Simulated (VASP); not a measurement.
# Al2Cu (P4mm) in VASP: a series of runs, part 2 of 2

VASP 6.6.1. The steps go on from the part before.

### Step 3. Single point, PBEsol (atom 9 (Cu) moved +0.420 Å along Cartesian [0 0 1])

INCAR

```
SYSTEM = Al2Cu
  PREC = Accurate
  ENCUT = 520
  EDIFF = 1E-6
  ISMEAR = 0
  SIGMA = 0.15
  LREAL = .False.
  LASPH = .True.
  NELM = 80
  ALGO = Fast
  ISIF = 2
  LWAVE = .False.
  LCHARG = .False.
  GGA = PS
  NBANDS = 46
```

KPOINTS

```
Automatic mesh
0
Gamma
  8 8 8
  0 0 0
```

POSCAR

```
Al2Cu
1.0
    0.0000000000      0.0000000000      5.7260273110
   -4.0492631027      4.0492631027      0.0000000000
   -4.0492631027     -4.0492631027      0.0000000000
Al Cu
8 4
Direct
    0.2500000000      0.7500000000      0.2500000000
    0.7500000000      0.2500000000      0.2500000000
    0.2500000000      0.2500000000      0.7500000000
    0.7500000000      0.7500000000      0.7500000000
    0.2500000000      0.2500000000      0.2500000000
    0.7500000000      0.7500000000      0.2500000000
    0.2500000000      0.7500000000      0.7500000000
    0.7500000000      0.2500000000      0.7500000000
    0.0733492834      0.5000000000      0.0000000000
    0.5000000000      0.0000000000      0.0000000000
    0.0000000000      0.0000000000      0.5000000000
    0.5000000000      0.5000000000      0.5000000000
```

Potentials or basis: VASP PAW PBE potentials, release 64 (Al, Cu).

The run is started by

```bash
cat potpaw_PBE.64/Al/POTCAR potpaw_PBE.64/Cu/POTCAR > POTCAR
mpirun -np 1 vasp_std > vasp.out
```

OUTCAR:

```text
SYSTEM = Al2Cu
   PREC = Accurate
   ENCUT = 520
   EDIFF = 1E-6
   ISMEAR = 0
   LREAL = .False.
   LASPH = .True.
   NELM = 80
   ISIF = 2
   GGA = PS

 ion  position               nearest neighbor table
   1  0.250  0.750  0.250-   9 2.26  10 2.48  11 2.48  12 2.48   6 2.86   6 2.86   7 2.86   7 2.86
                             5 2.86   5 2.86
   2  0.750  0.250  0.250-  10 2.48  11 2.48  12 2.48   9 2.74   5 2.86   5 2.86   8 2.86   8 2.86
                             6 2.86   6 2.86
   3  0.250  0.250  0.750-   9 2.26  10 2.48  11 2.48  12 2.48   8 2.86   8 2.86   5 2.86   5 2.86
                             7 2.86   7 2.86
   4  0.750  0.750  0.750-  10 2.48  11 2.48  12 2.48   9 2.74   7 2.86   7 2.86   8 2.86   6 2.86
                             8 2.86   6 2.86
   5  0.250  0.250  0.250-   9 2.26  10 2.48  11 2.48  12 2.48   2 2.86   2 2.86   3 2.86   3 2.86
                             1 2.86   1 2.86
   6  0.750  0.750  0.250-  10 2.48  11 2.48  12 2.48   9 2.74   1 2.86   1 2.86   4 2.86   4 2.86
                             2 2.86   2 2.86
   7  0.250  0.750  0.750-   9 2.26  10 2.48  11 2.48  12 2.48   4 2.86   4 2.86   1 2.86   1 2.86
                             3 2.86   3 2.86
   8  0.750  0.250  0.750-  10 2.48  11 2.48  12 2.48   9 2.74   3 2.86   3 2.86   4 2.86   2 2.86
                             4 2.86   2 2.86
   9  0.073  0.500  0.000-   1 2.26   3 2.26   5 2.26   7 2.26   2 2.74   6 2.74   4 2.74   8 2.74

  10  0.500  0.000  0.000-   1 2.48   2 2.48   3 2.48   4 2.48   5 2.48   6 2.48   7 2.48   8 2.48

  11  0.000  0.000  0.500-   1 2.48   2 2.48   3 2.48   4 2.48   5 2.48   6 2.48   7 2.48   8 2.48

  12  0.500  0.500  0.500-   1 2.48   2 2.48   3 2.48   4 2.48   5 2.48   6 2.48   7 2.48   8 2.48

  LATTYP: Found a simple tetragonal cell.
 ALAT       =     5.7265227975
 C/A-ratio  =     0.9999134752

  Lattice vectors:

 A1 = (  -4.0492631027,   4.0492631027,   0.0000000000)
 A2 = (  -4.0492631027,  -4.0492631027,   0.0000000000)
[... 181 lines left out ...]
 non-spin polarized calculation
 RMM-DIIS sequential band-by-band and
 Gauss-broadening in eV      SIGMA  =   0.15
  energy-cutoff  :      520.00
  volume of cell :      187.77
 maximum number of plane-waves:      5078
 NGX is ok and might be reduce to    48
   NGX = 21   NGY = 21   NGZ = 21

 number of electron      67.9999960 magnetization

 Free energy of the ion-electron system (eV)
  ---------------------------------------------------
  ext. energy  EPLUGINS =         0.00000000
  ---------------------------------------------------
  free energy    TOTEN  =       -51.34138184 eV

  energy without entropy =      -51.31572545  energy(sigma->0) =      -51.32855364

 E-fermi :   7.1174     XC(G=0): -10.6309

 val. band max:        7.1114801812   @ k =   0.3750   0.3750   0.3750
 cond. band min:       7.1246273907   @ k =   0.1250   0.5000   0.0000
 fundamental gap:      0.0131472095
 Fermi energy:         7.1174470192

 k-point     1 :       0.0000    0.0000    0.0000
  band No.  band energies     occupation
      1      -3.2093      2.00000
      2       0.7889      2.00000
      3       0.9060      2.00000
      4       0.9060      2.00000
      5       1.1517      2.00000
      6       1.1956      2.00000
[... 1165 lines left out ...]
     45      12.0359      0.00000
     46      12.1314      0.00000

 [... further k-points ...]

------------------------ aborting loop because EDIFF is reached ----------------------------------------

  FORCE on cell =-STRESS in cart. coord.  units (eV):
  Direction    XX          YY          ZZ          XY          YZ          ZX
  --------------------------------------------------------------------------------------
  -------------------------------------------------------------------------------------
  Total        3.0624933      3.0624933      0.7460198     -0.0000000      0.0000000      0.0000000
  in kB       26.1306566     26.1306566      6.3653975     -0.0000000      0.0000000      0.0000000
  external PRESSURE =      19.5422369 kB  Pullay stress =       0.0000000 kB

 VOLUME and BASIS-vectors are now :
 -----------------------------------------------------------------------------
  energy-cutoff  :      520.00
  volume of cell :      187.77
      direct lattice vectors                 reciprocal lattice vectors
     0.000000000  0.000000000  5.726027311     0.000000000  0.000000000  0.174641151
    -4.049263103  4.049263103  0.000000000    -0.123479257  0.123479257  0.000000000
    -4.049263103 -4.049263103  0.000000000    -0.123479257 -0.123479257  0.000000000

 POSITION                                       TOTAL-FORCE (eV/Angst)
 -----------------------------------------------------------------------------------
     -4.04926      2.02463      1.43151        -0.914607     -0.000000      0.487323
     -2.02463      0.00000      4.29452         0.000000      0.213693      0.270070
     -4.04926     -2.02463      1.43151         0.914607     -0.000000      0.487323
     -6.07389      0.00000      4.29452         0.000000     -0.213693      0.270070
     -2.02463      0.00000      1.43151         0.000000     -0.914607      0.487323
     -4.04926      2.02463      4.29452         0.213693     -0.000000      0.270070
     -6.07389      0.00000      1.43151         0.000000      0.914607      0.487323
     -4.04926     -2.02463      4.29452        -0.213693     -0.000000      0.270070
     -2.02463      2.02463      0.42000         0.000000     -0.000000     -3.497296
      0.00000      0.00000      2.86301         0.000000     -0.000000      0.251429
     -2.02463     -2.02463      0.00000         0.000000     -0.000000     -0.035137
     -4.04926      0.00000      2.86301         0.000000     -0.000000      0.251429
 -----------------------------------------------------------------------------------
    total drift:                               -0.000001     -0.000001      0.000281

  FREE ENERGIE OF THE ION-ELECTRON SYSTEM (eV)
  ---------------------------------------------------
  free  energy   TOTEN  =       -51.3413818397 eV

  energy  without entropy=      -51.3157254462  energy(sigma->0) =      -51.32855364
```

Wall time 35 min (1 thread of Oxide Virtual Turin-like, shared host); peak memory 0.61 GiB.

Results:

| Item | Value |
| --- | --- |
| Free energy | -51.3414 eV |
| Pressure | 2.0 GPa |
| Largest force | 3.497 eV/Å |
| Band gap on the k mesh | zero (bands 34 and 35 overlap by 1.56 eV) |

Forces in eV/Å, atoms in the order of the input:
```
Al  -0.915  0.000  0.487
Al   0.000  0.214  0.270
Al   0.915  0.000  0.487
Al   0.000 -0.214  0.270
Al   0.000 -0.915  0.487
Al   0.214  0.000  0.270
Al   0.000  0.915  0.487
Al  -0.214  0.000  0.270
Cu   0.000  0.000 -3.497
Cu   0.000  0.000  0.251
Cu   0.000  0.000 -0.035
Cu   0.000  0.000  0.251
```

Stress tensor (GPa, compression positive):
```
2.61 0.00 0.00
0.00 2.61 0.00
0.00 0.00 0.64
```

Levels at points of the mesh, in eV from the Fermi level:
| k point | band 31 | band 32 | band 33 | band 34 | band 35 | band 36 | band 37 | band 38 |
| --- | --- | --- | --- | --- | --- | --- | --- | --- |
| (0.00, 0.00, 0.00) | -1.96 | -1.96 | -1.96 | 0.27 | 0.27 | 0.36 | 1.35 | 1.45 |
| (0.50, 0.00, 0.00) | -0.66 | -0.66 | -0.56 | -0.47 | -0.47 | -0.36 | 0.94 | 1.15 |
| (0.00, 0.50, 0.00) | -0.66 | -0.61 | -0.60 | -0.53 | -0.42 | -0.36 | 0.95 | 1.08 |
| (0.50, 0.50, 0.00) | -2.66 | -2.59 | 0.13 | 0.34 | 0.37 | 0.59 | 2.31 | 2.36 |
| (0.00, 0.50, 0.50) | -2.64 | -2.61 | 0.33 | 0.34 | 0.34 | 0.35 | 2.34 | 2.41 |
| (0.50, 0.50, 0.50) | 0.60 | 0.60 | 0.63 | 0.66 | 0.66 | 0.73 | 2.75 | 2.84 |

Caveat: the cell differs from its parent crystal (atom 9 (Cu) moved +0.420 Å along Cartesian [0 0 1]); the PAW data sets were made with another functional, which shifts forces and pressure a little.

### Step 4. Single point, PBEsol (atom 9 (Cu) moved +0.300 Å along Cartesian [0 0 1])

INCAR

```
ALGO = Fast
EDIFF = 1E-6
ENCUT = 520
GGA = PS
ISIF = 2
ISMEAR = 0
LASPH = True
LCHARG = False
LREAL = False
LWAVE = False
NBANDS = 46
NELM = 100
PREC = Accurate
SIGMA = 0.15
```

KPOINTS

```
k-points
0
Gamma
  8 8 8
```

Edit POSCAR of step 3 so:

```diff
@@ -16,3 +16,3 @@
     0.7500000000      0.2500000000      0.7500000000
-    0.0733492834      0.5000000000      0.0000000000
+    0.0523923453      0.5000000000      0.0000000000
     0.5000000000      0.0000000000      0.0000000000
```

The run is started by

```bash
cat potpaw_PBE.64/Al/POTCAR potpaw_PBE.64/Cu/POTCAR > POTCAR
mpirun -np 1 vasp_std > vasp.out
```

Wall time 29 min (1 thread of Oxide Virtual Turin-like, shared host); peak memory 0.61 GiB.

Results (log left out):

```yaml
Free_energy: -51.7064 eV
Pressure: 0.9 GPa
Largest_force: 2.569 eV/Å
Band_gap_on_the_k_mesh: zero (bands 34 and 35 overlap by 1.64 eV)
```

Forces on the atoms (eV/Å):
```
Al  -0.558  0.000  0.339
Al   0.000  0.197  0.218
Al   0.558  0.000  0.339
Al   0.000 -0.197  0.218
Al   0.000 -0.558  0.339
Al   0.197  0.000  0.218
Al   0.000  0.558  0.339
Al  -0.197  0.000  0.218
Cu   0.000  0.000 -2.569
Cu   0.000  0.000  0.184
Cu   0.000  0.000 -0.027
Cu   0.000  0.000  0.184
```

Stress tensor (GPa, compression positive):
```
1.20 0.00 0.00
0.00 1.20 0.00
0.00 0.00 0.22
```

Levels at points of the mesh, in eV from the Fermi level:
| k point | band 31 | band 32 | band 33 | band 34 | band 35 | band 36 | band 37 | band 38 |
| --- | --- | --- | --- | --- | --- | --- | --- | --- |
| (0.00, 0.00, 0.00) | -1.98 | -1.98 | -1.98 | 0.33 | 0.33 | 0.37 | 1.42 | 1.47 |
| (0.50, 0.00, 0.00) | -0.62 | -0.62 | -0.55 | -0.49 | -0.49 | -0.40 | 0.98 | 1.13 |
| (0.00, 0.50, 0.00) | -0.61 | -0.59 | -0.57 | -0.54 | -0.45 | -0.41 | 1.01 | 1.08 |
| (0.50, 0.50, 0.00) | -2.66 | -2.62 | 0.18 | 0.34 | 0.36 | 0.52 | 2.37 | 2.38 |
| (0.00, 0.50, 0.50) | -2.66 | -2.64 | 0.34 | 0.35 | 0.35 | 0.35 | 2.38 | 2.42 |
| (0.50, 0.50, 0.50) | 0.61 | 0.61 | 0.62 | 0.63 | 0.63 | 0.67 | 2.84 | 2.89 |

Caveat: the cell differs from its parent crystal (atom 9 (Cu) moved +0.300 Å along Cartesian [0 0 1]); the PAW data sets were made with another functional, which shifts forces and pressure a little.

### Step 5. The runs side by side

| cell | further INCAR settings | gap on the mesh (eV) | pressure (GPa) | largest force (eV/Å) |
| --- | --- | --- | --- | --- |
| as given, atomic positions A | ALGO = Fast; EDIFF = 1e-07; NBANDS = 46 | none | 0.6 | 1.56 |
| as given, atomic positions B | ALGO = Fast; EDIFF = 1e-06; NBANDS = 46 | none | 2.0 | 3.50 |
| as given, atomic positions C | ALGO = Fast; EDIFF = 1e-06; NBANDS = 46 | none | 0.9 | 2.57 |

Alike in all rows: task single point; level PBEsol; potentials or basis VASP PAW PBE potentials, release 64 (Al, Cu); no spin polarisation; k mesh 8 × 8 × 8; cutoff (eV) 520; smearing gaussian 0.15 eV.

Caveats: the PAW data sets were made with another functional, which shifts forces and pressure a little.

Absolute energies hang on the potentials; compare differences alone.

The gap in the log of VASP goes by the Fermi energy; the results here count the filled bands.